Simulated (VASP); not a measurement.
# CuNi3: single point with PBEsol

The system is CuNi3.

```
Cu Ni
1.0
     1.40445   -2.00031    0.00000
     1.40445    2.00031    0.00000
     0.00000    0.00000    7.98744
Cu Ni
1 3
Direct
  0.00000 0.00000 0.00000
  0.50000 0.50000 0.25469
  0.00000 0.00000 0.50000
  0.50000 0.50000 0.74531
```

```yaml
Program: VASP 6.6.1
Task: single point
Functional: PBEsol
Potentials_or_basis: VASP PAW PBE potentials, release 64 (Cu, Ni)
Cutoff: 520 eV
k_mesh: 12 × 12 × 4
Occupations: fermi-dirac, width 0.05 eV
Spin: collinear spin, ferromagnetic start
Starting_moments: "[0.6, 1.0, 1.0, 1.0] μB"
Dipole_correction: no
Further_INCAR_settings: ALGO = Normal; EDIFF = 1e-06; NBANDS = 32
```

The pressure is -9.3 GPa. The largest force is 0.050 eV/Å and the net moment is 1.32 μB per cell. The site moments are Cu +0.01; Ni +0.41, +0.52 (each value once) μB and the valence electrons inside the program's atomic spheres are Cu 10.03; Ni 9.28, 9.29 (each value once).

Forces in eV/Å, atoms in the order of the input:
```
Cu   0.000  0.000  0.000
Ni   0.000  0.000  0.050
Ni   0.000  0.000  0.000
Ni   0.000  0.000 -0.050
```

Stress tensor (GPa, compression positive):
```
-9.91  0.00  0.00
 0.00 -9.36  0.00
 0.00  0.00 -8.63
```

Levels at points of the mesh, in eV from the Fermi level:
Spin up:
```
           k point  band 17  band 18  band 19  band 20  band 21  band 22  band 23  band 24  band 25  band 26
(0.00, 0.00, 0.00)    -0.98    -0.97    -0.82    -0.82    -0.65    -0.62    -0.11     0.10     5.89    15.02
(0.50, 0.00, 0.00)    -0.64    -0.52    -0.32    -0.02     0.01     0.21     1.36     1.75     5.79     6.09
(0.50, 0.50, 0.00)    -0.34    -0.20    -0.02     0.02     0.05     4.36     4.46     5.64     6.65     6.83
(0.00, 0.00, 0.50)    -0.96    -0.93    -0.87    -0.82    -0.70    -0.64    -0.63    -0.28     8.78     9.54
(0.50, 0.00, 0.50)    -0.78    -0.50    -0.49    -0.45     0.70     1.18     1.33     1.44     6.69     7.01
(0.50, 0.50, 0.50)    -0.57    -0.20    -0.02     0.02     1.79     1.83     5.63     6.35     7.12     7.57
```
Spin down:
| k point | band 18 | band 19 | band 20 | band 21 | band 22 | band 23 |
| --- | --- | --- | --- | --- | --- | --- |
| (0.00, 0.00, 0.00) | -0.50 | -0.42 | -0.36 | -0.28 | -0.24 | 0.09 |
| (0.50, 0.00, 0.00) | -0.10 | 0.00 | 0.12 | 0.20 | 0.49 | 1.67 |
| (0.50, 0.50, 0.00) | 0.19 | 0.41 | 0.51 | 0.59 | 4.46 | 4.54 |
| (0.00, 0.00, 0.50) | -0.50 | -0.44 | -0.36 | -0.27 | -0.27 | -0.25 |
| (0.50, 0.00, 0.50) | -0.08 | -0.02 | -0.02 | 0.70 | 1.50 | 1.70 |
| (0.50, 0.50, 0.50) | 0.41 | 0.51 | 0.59 | 1.84 | 1.98 | 5.74 |

It took 5.1 min on 1 thread of Intel(R) Xeon(R) 6975P-C (Granite Rapids), on a shared host, peak memory 0.36 GiB.

Caveat: the cell stands under tension; the PAW data sets were made with another functional, which shifts forces and pressure a little.
